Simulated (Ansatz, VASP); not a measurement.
**One calculation of LaHfO, two programs**

```
La Hf O
1.0
     3.55769    0.00000    0.00000
    -1.77885    3.08105    0.00000
     0.00000    0.00000   12.90400
La Hf O
2 2 2
Cartesian
  0.0000 0.0000 6.4520
  0.0000 0.0000 0.0000
  1.7788 1.0270 3.2260
  0.0000 2.0540 9.6780
  0.0000 2.0540 3.2260
  1.7788 1.0270 9.6780
```

Change from the starting cell: species swapped into the HoCuSi type (P6_3/mmc, No. 194).

Alike in both runs: functional PBE; k mesh 12 × 12 × 4; occupations gaussian, width 0.1 eV; no spin polarisation.

Ansatz relaxed the structure, and its values are those at the end. VASP's run is a single point on that final structure, the one shown.

|  | VASP | Ansatz |
| --- | --- | --- |
| version | VASP 6.6.1 | Ansatz 0.2.0 |
| potentials or method | VASP PAW PBE potentials, release 64 (La, Hf_pv, O), cutoff 520 eV | scalar-relativistic, plane waves, PAW |
| valence electrons in the cell | 54 | 86 |

Ansatz gave:

```
gap on the k mesh at the Fermi level (eV) : none
pressure (GPa)                            : 0.0
```

Estimate VASP's values.

gap on the k mesh at the Fermi level (eV): none; pressure (GPa): -0.6.

A gap of «none» marks a metal or a gap that the smearing closes. The functional is the same, so the differences come from potentials, cutoffs and numerics. VASP's potentials hold 54 valence electrons a cell and Ansatz's 86, so a difference there can come from the potentials and not from the codes.

Spin-orbit coupling is off throughout.
